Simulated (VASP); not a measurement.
# TiS2 (P-3m1) in VASP: relaxation of volume and atoms at fixed shape with PBE

Aim: the relaxation of volume and atoms at fixed shape of TiS2 with PBE.

Everything below comes from runs of VASP 6.6.1. Logs are shortened: lines on timing, memory, paths and dates and some standing lists are left out, and cuts for length are marked.

## (1) The cell of the first run

It takes space group P-3m1 (No. 164, trigonal). The conventional cell has a = 3.412 Å, b = 3.412 Å, c = 5.695 Å, α = 90.00°, β = 90.00°, γ = 120.00°. Within 3.2 Å of Ti (site symmetry -3m) lie 6 S at 2.43 Å. Within 3.2 Å of S (site symmetry 3m) lie 3 Ti at 2.43 Å.

## (2) Relaxation of volume and atoms at fixed shape, PBE

INCAR reads:

```
ALGO = Normal
EDIFF = 1E-7
EDIFFG = -0.01
ENCUT = 500
GGA = PE
GGA_COMPAT = False
IBRION = 2
ISIF = 8
ISMEAR = 0
LASPH = True
LCHARG = False
LREAL = False
LWAVE = False
NELM = 120
NELMIN = 4
NSW = 50
PREC = Accurate
SIGMA = 0.05
```

KPOINTS reads:

```
k-points
0
Gamma
  16 16 8
```

POSCAR reads:

```
TiS2
1.0
    3.4120000000      0.0000000000      0.0000000000
   -1.7060000000      2.9548790000      0.0000000000
    0.0000000000      0.0000000000      5.6950000000
Ti S
1 2
Direct
    0.0000000000      0.0000000000      0.0000000000
    0.3333333333      0.6666666667      0.2500000000
    0.6666666667      0.3333333333      0.7500000000
```

Potentials or basis: VASP PAW PBE potentials, release 64 (Ti_sv, S).

Started as:

```bash
cat potpaw_PBE.64/Ti_sv/POTCAR potpaw_PBE.64/S/POTCAR > POTCAR
mpirun -np 1 vasp_std > vasp.out
```

OUTCAR:

```text
EDIFF = 1E-7
   EDIFFG = -0.01
   ENCUT = 500
   GGA = PE
   IBRION = 2
   ISIF = 8
   ISMEAR = 0
   LASPH = True
   LREAL = False
   NELM = 120
   NELMIN = 4
   NSW = 50
   PREC = Accurate

 ion  position               nearest neighbor table
   1  0.000  0.000  0.000-   2 2.43   3 2.43   3 2.43   2 2.43   3 2.43   2 2.43
   2  0.333  0.667  0.250-   1 2.43   1 2.43   1 2.43
   3  0.667  0.333  0.750-   1 2.43   1 2.43   1 2.43

  LATTYP: Found a hexagonal cell.
 ALAT       =     3.4120000000
 C/A-ratio  =     1.6691090270

  Lattice vectors:

 A1 = (   3.4120000000,   0.0000000000,   0.0000000000)
 A2 = (  -1.7060000000,   2.9548790000,   0.0000000000)
 A3 = (   0.0000000000,   0.0000000000,   5.6950000000)

Analysis of symmetry for initial positions (statically):
=====================================================================
 Subroutine PRICEL returns:
 Original cell was already a primitive cell.

 Routine SETGRP: Setting up the symmetry group for a
 hexagonal supercell.

 Subroutine GETGRP returns: Found 12 space group operations
 (whereof 12 operations were pure point group operations)
 out of a pool of 24 trial point group operations.

The static configuration has the point symmetry D_3d.

Analysis of symmetry for dynamics (positions and initial velocities):
=====================================================================
 Subroutine PRICEL returns:
 Original cell was already a primitive cell.

 Routine SETGRP: Setting up the symmetry group for a
 hexagonal supercell.

 Subroutine GETGRP returns: Found 12 space group operations
 (whereof 12 operations were pure point group operations)
 out of a pool of 24 trial point group operations.

The dynamic configuration has the point symmetry D_3d.

 Subroutine INISYM returns: Found 12 space group operations
 (whereof 12 operations are pure point group operations),
 and found     1 'primitive' translations

----------------------------------------------------------------------------------------

                                     Primitive cell

  volume of cell :      57.4173

  direct lattice vectors                    reciprocal lattice vectors
     3.412000000  0.000000000  0.000000000     0.293083236  0.169211667  0.000000000
    -1.706000000  2.954879000  0.000000000     0.000000000  0.338423333  0.000000000
     0.000000000  0.000000000  5.695000000     0.000000000  0.000000000  0.175592625

  length of vectors
     3.412000000  3.412000279  5.695000000     0.338423361  0.338423333  0.175592625

  position of ions in fractional coordinates (direct lattice)
     0.000000000  0.000000000  0.000000000
     0.333333333  0.666666667  0.250000000
     0.666666667  0.333333333  0.750000000

  ion indices of the primitive-cell ions
   primitive index   ion index
                 1           1
                 2           2
                 3           3

----------------------------------------------------------------------------------------

 KPOINTS: k-points

Automatic generation of k-mesh.
 Grid dimensions read from file:
 generate k-points for:   16   16    8

 Generating k-lattice:

  Cartesian coordinates                     Fractional coordinates (reciprocal lattice)
     0.018317702  0.010575729  0.000000000     0.062500000  0.000000000  0.000000000
     0.000000000  0.021151458  0.000000000     0.000000000  0.062500000  0.000000000
     0.000000000  0.000000000  0.021949078     0.000000000  0.000000000  0.125000000

  Length of vectors
     0.021151460  0.021151458  0.021949078

  Shift w.r.t. Gamma in fractional coordinates (k-lattice)
     0.000000000  0.000000000  0.000000000

 Subroutine IBZKPT returns following result:
 ===========================================

 Found    213 irreducible k-points:

 Following reciprocal coordinates:
            Coordinates               Weight
  0.000000  0.000000  0.000000      1.000000
  0.062500 -0.000000  0.000000      6.000000
  0.125000 -0.000000  0.000000      6.000000
  0.187500 -0.000000  0.000000      6.000000
  0.250000 -0.000000  0.000000      6.000000
  0.312500 -0.000000  0.000000      6.000000
[... 16 lines left out ...]
  0.187500  0.187500  0.000000      6.000000
  0.250000  0.187500  0.000000     12.000000
 [... further k-points ...]
   k-points           NKPTS =    213   k-points in BZ     NKDIM =    213   number of bands    NBANDS=     16
   number of dos      NEDOS =    301   number of ions     NIONS =      3
   total plane-waves  NPLWV =  32928
   dimension x,y,z NGX =    28 NGY =   28 NGZ =   42
   dimension x,y,z NGXF=    56 NGYF=   56 NGZF=   84
   ions per type =               1   2
   NGX,Y,Z   is equivalent  to a cutoff of  13.64, 13.64, 12.26 a.u.
   NGXF,Y,Z  is equivalent  to a cutoff of  27.29, 27.29, 24.52 a.u.
 SYSTEM =  unknown system
   PREC   = accura    normal or accurate (medium, high low for compatibility)
   ISTART =      0    job   : 0-new  1-cont  2-samecut
   ICHARG =      2    charge: 1-file 2-atom 10-const
   ISPIN  =      1    spin polarized calculation?
   LNONCOLLINEAR =      F non collinear calculations
   LSORBIT =      F    spin-orbit coupling
   LASPH  =      T    aspherical Exc in radial PAW
   ENCUT  =  500.0 eV  36.75 Ry    6.06 a.u.   6.22  6.22 10.38*2*pi/ulx,y,z
   NELM   =    120;   NELMIN=  4; NELMDL= -5     # of ELM steps
   EDIFF  = 0.1E-06   stopping-criterion for ELM
   LREAL  =      F    real-space projection
   EDIFFG = -.1E-01   stopping-criterion for IOM
   NSW    =     50    number of steps for IOM
   IBRION =      2    ionic relax: 0-MD 1-quasi-New 2-CG
   NFREE  =      1    steps in history (QN), initial steepest desc. (CG)
   ISIF   =      8    stress and relaxation
   ISYM   =      2    0-nonsym 1-usesym 2-fastsym
   POTIM  = 0.5000    time-step for ionic-motion
   TEBEG  =    0.0;   TEEND  =   0.0 temperature during run
   PSTRESS=    0.0 pullay stress
   NELECT =      24.0000    total number of electrons
   NUPDOWN=      -1.0000    fix difference up-down
   EMIN   =  10.00;   EMAX   =-10.00  energy-range for DOS
   EFERMI =   0.00;   METHOD = LEGACY
   ISMEAR =     0;   SIGMA  =   0.05  broadening in eV -4-tet -1-fermi 0-gaus
   EFERMI_NEDOS =   21; number of points for ismear=-14 and -15
   IALGO  =     38    algorithm
   IMIX   =      4    mixing-type and parameters
     AMIX     =   0.40;   BMIX     =  1.00
     AMIX_MAG =   1.60;   BMIX_MAG =  1.00
  volume/ion in A,a.u.               =      19.14       129.16
  Fermi-wavevector in a.u.,A,eV,Ry     =   1.224046  2.313112 20.385456  1.498289
  Thomas-Fermi vector in A             =   2.359135
   LORBIT       =      0    0 simple, 1 ext, 2 COOP (PROOUT), +10 PAW based schemes
   GGA     = PE    functional components
   LHFCALC =     F    Hartree Fock is set to
   AEXX    =    0.0000 exact exchange contribution
   IVDW    =     0    specifies the selected vdW correction
   LEPSILON=     F    determine dielectric tensor
   LRPA    =     F    only Hartree local field effects (RPA)
 conjugate gradient relaxation of ions
 non-spin polarized calculation
 Gauss-broadening in eV      SIGMA  =   0.05
  energy-cutoff  :      500.00
  volume of cell :       57.42
 maximum number of plane-waves:      1479
 NGX is ok and might be reduce to    28
   NGX = 13   NGY = 13   NGZ = 21

--------------------------------------- Ionic step        1  -------------------------------------------

 number of electron      23.9999999 magnetization

 Free energy of the ion-electron system (eV)
  ---------------------------------------------------
  ext. energy  EPLUGINS =         0.00000000
  ---------------------------------------------------
  free energy    TOTEN  =       -19.92912320 eV

  energy without entropy =      -19.92864127  energy(sigma->0) =      -19.92888223

------------------------ aborting loop because EDIFF is reached ----------------------------------------

  FORCE on cell =-STRESS in cart. coord.  units (eV):
  Direction    XX          YY          ZZ          XY          YZ          ZX
  --------------------------------------------------------------------------------------
  -------------------------------------------------------------------------------------
  Total        0.0122751      0.0122751      0.3582671      0.0000000      0.0000000      0.0000000
  in kB        0.3425257      0.3425258      9.9971225      0.0000000      0.0000000      0.0000000
  external PRESSURE =       3.5607247 kB  Pullay stress =       0.0000000 kB
[... 22 lines left out ...]
  energy  without entropy=      -19.9286412713  energy(sigma->0) =      -19.92888223

--------------------------------------- Ionic step        2  -------------------------------------------

 number of electron      24.0000000 magnetization

 E-fermi :   5.3544     XC(G=0): -10.0597

 val. band max:        5.3314329208   @ k =   0.0000   0.0000   0.2500
 cond. band min:       5.3609468857   @ k =   0.0000   0.4375   0.3750
 fundamental gap:      0.0295139649
 Fermi energy:         5.3543948605

 k-point     1 :       0.0000    0.0000    0.0000
  band No.  band energies     occupation
      1     -52.3257      2.00000
      2     -28.5479      2.00000
      3     -28.5029      2.00000
      4     -28.5028      2.00000
      5      -8.3571      2.00000
      6      -6.6930      2.00000
[... 8 lines left out ...]
     15       6.2699      0.00000
     16       8.7928      0.00000
[... 545 lines left out ...]
  energy  without entropy=      -19.9337491225  energy(sigma->0) =      -19.93387559

--------------------------------------- Ionic step        5  -------------------------------------------

 number of electron      24.0000003 magnetization

 Free energy of the ion-electron system (eV)
  ---------------------------------------------------
  ext. energy  EPLUGINS =         0.00000000
  ---------------------------------------------------
  free energy    TOTEN  =       -19.93528117 eV

  energy without entropy =      -19.93500799  energy(sigma->0) =      -19.93514458

 E-fermi :   5.1782     XC(G=0):  -9.9590

 val. band max:        5.1767135358   @ k =   0.5000  -0.0000   0.5000
 cond. band min:       5.1875818535   @ k =   0.0000   0.0000   0.0000
 fundamental gap:      0.0108683177
 Fermi energy:         5.1781550806

 k-point     1 :       0.0000    0.0000    0.0000
  band No.  band energies     occupation
      1     -52.5380      2.00000
      2     -28.7614      2.00000
      3     -28.7150      2.00000
      4     -28.7150      2.00000
      5      -8.4935      2.00000
      6      -6.8484      2.00000
[... 8 lines left out ...]
     15       6.1293      0.00000
     16       8.6392      0.00000
[... 467 lines left out ...]
  FREE ENERGIE OF THE ION-ELECTRON SYSTEM (eV)
  ---------------------------------------------------
  free  energy   TOTEN  =       -19.9352811671 eV

  energy  without entropy=      -19.9350079896  energy(sigma->0) =      -19.93514458

 reached required accuracy - stopping structural energy minimisation
```

Wall time 13 min (1 thread of Oxide Virtual Turin-like, shared host); peak memory 0.29 GiB.

What came out:

```yaml
Free_energy: -19.9353 eV
Relaxed_volume: 19.57 Å³/atom
Relaxed_cell: a = 3.438 Å, b = 3.438 Å, c = 5.738 Å, α = 90.00°, β = 90.00°, γ = 120.00°
Space_group_after_relaxing_to_0.1_Å: P-3m1 (No. 164)
Energy_gained_by_relaxing: 2.1 meV/atom
Ionic_steps: 5
Pressure_after_relaxing: 0.1 GPa
Largest_force_after_relaxing: 0.006 eV/Å
Band_gap_on_the_k_mesh: zero (bands 12 and 13 overlap by 0.01 eV)
```

Forces on the atoms (eV/Å):
```
Ti   0.000  0.000  0.000
S    0.000  0.000 -0.006
S    0.000  0.000  0.006
```

The path:
| step | energy change (eV) | largest force (eV/Å) | pressure (GPa) | volume (Å³) |
| --- | --- | --- | --- | --- |
| 1 | 0.0000 | 0.1414 | 0.36 | 57.42 |
| 2 | -0.0024 | 0.1234 | 0.18 | 57.77 |
| 3 | -0.0058 | 0.0701 | -0.34 | 58.84 |
| 4 | -0.0049 | 0.1147 | 0.81 | 58.50 |
| 5 | -0.0062 | 0.0059 | 0.06 | 58.72 |

Final structure:
```
Ti S
1.0
     3.43763    0.00000    0.00000
    -1.71881    2.97707    0.00000
     0.00000    0.00000    5.73778
Ti S
1 2
Direct
  0.00000 0.00000 0.00000
  0.33333 0.66667 0.24462
  0.66667 0.33333 0.75538
```

Levels at points of the mesh, in eV from the Fermi level:
| k point | band 9 | band 10 | band 11 | band 12 | band 13 | band 14 | band 15 | band 16 |
| --- | --- | --- | --- | --- | --- | --- | --- | --- |
| (0.00, 0.00, 0.00) | -2.85 | -0.07 | 0.01 | 0.01 | 0.45 | 0.45 | 0.95 | 3.46 |
| (0.50, 0.00, 0.00) | -2.85 | -2.67 | -2.54 | -1.61 | 0.24 | 1.44 | 1.81 | 3.66 |
| (0.00, 0.00, 0.50) | -2.81 | -2.28 | -0.14 | -0.14 | 0.43 | 0.43 | 1.48 | 3.72 |
| (0.50, 0.00, 0.50) | -2.82 | -2.75 | -1.33 | -1.28 | 0.00 | 1.43 | 1.78 | 3.36 |

Caveat: this functional lacks dispersion, which binds layers or chains, so the pressure and a relaxed spacing across them are unreliable.
